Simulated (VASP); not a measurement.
A run of VASP 6.6.1 is set up as follows.

File INCAR:

```
SYSTEM = SiNi
PREC = Accurate ; ENCUT = 520
EDIFF = 1E-7 ; ISMEAR = 0
SIGMA = 0.15 ; LREAL = .False.
LASPH = .True. ; NELM = 60
ALGO = Normal ; ISIF = 2
LWAVE = .False. ; LCHARG = .False.
GGA = PE ; NBANDS = 38
```

File KPOINTS:

```
regular mesh
0
Gamma
  8 12 8
  0 0 0
```

POSCAR

```
SiNi
1.0
    5.1540864102      0.0000000000      0.0000000000
    0.0000000000      3.4429997886      0.0000000000
    0.0000000000      0.0000000000      5.6197139747
Si Ni
4 4
Direct
    0.3212470398      0.7500000000      0.0840781290
    0.1787529602      0.2500000000      0.5840781290
    0.8212470398      0.7500000000      0.4159218710
    0.6787529602      0.2500000000      0.9159218710
    0.0082175838      0.2500000000      0.1884869323
    0.4917824162      0.7500000000      0.6884869323
    0.5082175838      0.2500000000      0.3115130677
    0.9917824162      0.7500000000      0.8115130677
```

Potentials or basis: VASP PAW PBE potentials, release 64 (Si, Ni).

Launch:

```bash
$ cat potpaw_PBE.64/Si/POTCAR potpaw_PBE.64/Ni/POTCAR > POTCAR
$ mpirun -np 1 vasp_std > vasp.out
```

(1) Predict the band gap on the k mesh.

(2) Estimate the pressure.

(3) Predict the largest force.

Results:

(1) zero (band 28 reaches 11.14 eV, above the bottom of band 29 at 9.30 eV).

(2) -3.2 GPa.

(3) 0.128 eV/Å.

Caveat: the cell differs from its parent crystal (strain +0.0200 x Voigt [0, 1, 0, 0, 0, 0]).
